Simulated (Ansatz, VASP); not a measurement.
**Two plane-wave programs on InAs**

Contents of INCAR:

```
PREC = Accurate
ENCUT = 600
EDIFF = 1E-7
ISMEAR = -1
SIGMA = 0.05
LREAL = F
LASPH = T
NELM = 60
ALGO = Normal
ISIF = 3
LWAVE = F
LCHARG = F
GGA = RE
IVDW = 13
IBRION = 2
NSW = 60
EDIFFG = -0.01
```

KPOINTS

```
regular mesh
0
Gamma
  8 8 8
```

Contents of POSCAR:

```
InAs
1.0
    0.0000000000      3.0180000000      3.0180000000
    3.0180000000      0.0000000000      3.0180000000
    3.0180000000      3.0180000000      0.0000000000
In As
1 1
Direct
    0.0000000000      0.0000000000      0.0000000000
    0.7500000000      0.7500000000      0.7500000000
```

Contents of input.yaml:

```yaml
crystal:
  lattice:
    - [0.0, 3.018, 3.018]
    - [3.018, 0.0, 3.018]
    - [3.018, 3.018, 0.0]
  atoms:
    - { symbol: In, position: [0.0, 0.0, 0.0] }
    - { symbol: As, position: [0.75, 0.75, 0.75] }
hamiltonian:
  xc: revpbe
  pseudopotentials: { kind: paw }
  dispersion: d4
kpoints:
  mp_grid: { grid: [8, 8, 8] }
scf:
  occupations: { method: fermi_dirac, width: 0.05 }
output:
  forces: true
  stress: true
relax:
  f_tol: 0.01
  max_steps: 40
  cell: { stress_tol: 0.05 }
```

Alike in both runs: task relaxation of cell and atoms; functional revPBE; dispersion D4; k mesh 8 × 8 × 8; occupations fermi-dirac, width 0.05 eV; no spin polarisation.

```csv
,VASP,Ansatz
version,VASP 6.6.1,Ansatz 0.2.0
potentials or method,"VASP PAW PBE potentials, release 64 (In_d, As)",Ansatz PAW
plane-wave cutoff (eV),600,420
valence electrons in the cell,18,28
```

Ansatz gave:

- relaxed volume (Å³/atom): 28.44
- relaxed cell length with the largest relative difference (Å): 4.317

Q: What did VASP give for the same quantities?

A: Relaxed volume (Å³/atom): 28.46; relaxed cell length with the largest relative difference (Å): 4.318.

VASP's potentials were made for PBE, not for revPBE. VASP's potentials hold 18 valence electrons a cell and Ansatz's 28, so a difference there can come from the potentials and not from the codes.

Noted on Ansatz's run: the plane-wave basis is chosen anew once the cell has moved, so the energies of steps on either side of that aren't comparable.
